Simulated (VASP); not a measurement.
Set up this calculation in VASP 6.6.1, as the native input.

```yaml
Task: single point
Functional: PBEsol
Potentials_or_basis: VASP PAW PBE potentials, release 64 (Mg, O)
Cutoff: 520 eV
k_mesh: 9 × 9 × 6
Occupations: gaussian, width 0.05 eV
Spin: no spin polarisation
Dipole_correction: no
Further_INCAR_settings: ALGO = Normal; EDIFF = 1e-07; NBANDS = 16
```

The structure of MgO lies in POSCAR:

```
MgO
1.0
    3.3613000000      0.0000000000      0.0000000000
   -1.6806500000      2.9109711897      0.0000000000
    0.0000000000      0.0000000000      5.0193879762
Mg O
2 2
Direct
    0.3333333333      0.6666666667      0.0036583380
    0.6666666667      0.3333333333      0.5036583380
    0.3333333333      0.6666666667      0.4009416620
    0.6666666667      0.3333333333      0.9009416620
```

The input as run:

INCAR

```
SYSTEM = MgO
PREC = Accurate
ENCUT = 520
EDIFF = 1E-7
ISMEAR = 0
SIGMA = 0.05
LREAL = .FALSE.
LASPH = .TRUE.
NELM = 100
ALGO = Normal
ISIF = 2
LWAVE = .FALSE.
LCHARG = .FALSE.
GGA = PS
NBANDS = 16
```

KPOINTS

```
regular mesh
0
G
  9 9 6
  0 0 0
```

Potentials or basis: VASP PAW PBE potentials, release 64 (Mg, O).

Command:

```sh
$ cat potpaw_PBE.64/Mg/POTCAR potpaw_PBE.64/O/POTCAR > POTCAR
$ mpirun -np 1 vasp_std > vasp.out
```

It gave:

* Pressure: -4.4 GPa
* Largest force: 0.127 eV/Å
* Band gap on the k mesh: 3.14 eV, direct

Caveat: the PAW data sets were made with another functional, which shifts forces and pressure a little.

Run time: 42 s on 1 thread of Intel(R) Xeon(R) Platinum 8259CL CPU @ 2.50GHz (Skylake/Cascade Lake), with other jobs on the host, peak memory 0.19 GiB.
